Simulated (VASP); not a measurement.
# Mn3Si: single point with LDA

Crystal: Mn3Si.

```
Mn Si
1.0
     0.00000    2.86100    2.86100
     2.86100    0.00000    2.86100
     2.86100    2.86100    0.00000
Mn Si
3 1
Cartesian
  2.8610 2.8610 2.8610
  1.4305 1.4305 1.4305
  4.2915 4.2915 4.2915
  0.0000 0.0000 0.0000
```

```yaml
Program: VASP 6.6.1
Task: single point
Functional: LDA
Potentials_or_basis: VASP PAW LDA potentials, release 64 (Mn_pv, Si)
Cutoff: 520 eV
k_mesh: 10 × 10 × 10
Occupations: fermi-dirac, width 0.05 eV
Spin: collinear spin, ferrimagnetic start
Starting_moments: "[4.0, -4.0, -4.0, 0.0] μB"
Dipole_correction: no
Further_INCAR_settings: ALGO = Normal; EDIFF = 1e-06; NBANDS = 34
```

```
Pressure                                              : -24.0 GPa
Net moment                                            : 1.09 μB per cell
Site moments                                          : Mn +2.29, -0.64 (each value once); Si +0.04 μB
Valence electrons inside the program's atomic spheres : Mn 11.82, 11.92 (each value once); Si 1.62
```

Levels at points of the mesh, in eV from the Fermi level:
Spin up:
| k point | band 19 | band 20 | band 21 | band 22 | band 23 | band 24 | band 25 | band 26 |
| --- | --- | --- | --- | --- | --- | --- | --- | --- |
| (0.00, 0.00, 0.00) | 0.03 | 0.03 | 0.66 | 0.66 | 0.66 | 1.24 | 1.24 | 3.47 |
| (0.50, 0.00, 0.00) | -0.56 | -0.54 | -0.54 | -0.11 | -0.11 | 0.56 | 0.56 | 0.80 |
| (0.50, 0.50, 0.00) | -1.63 | -0.74 | -0.22 | -0.22 | 0.21 | 0.67 | 0.82 | 0.82 |
Spin down:
```tsv
k point	band 17	band 18	band 19	band 20	band 21	band 22	band 23	band 24	band 25	band 26
(0.00, 0.00, 0.00)	-1.39	-1.39	0.22	0.22	0.22	0.80	0.80	1.49	1.49	3.72
(0.50, 0.00, 0.00)	-1.79	-1.79	-1.01	-1.01	-0.96	0.87	0.87	1.40	1.40	1.41
(0.50, 0.50, 0.00)	-1.86	-1.86	-0.61	-0.61	0.05	0.16	0.75	0.82	1.23	1.35
```

Wall time 68 s on 1 thread of Intel(R) Xeon(R) 6975P-C (Granite Rapids) (shared host), peak memory 0.23 GiB.

Caveat: the cell stands under tension.
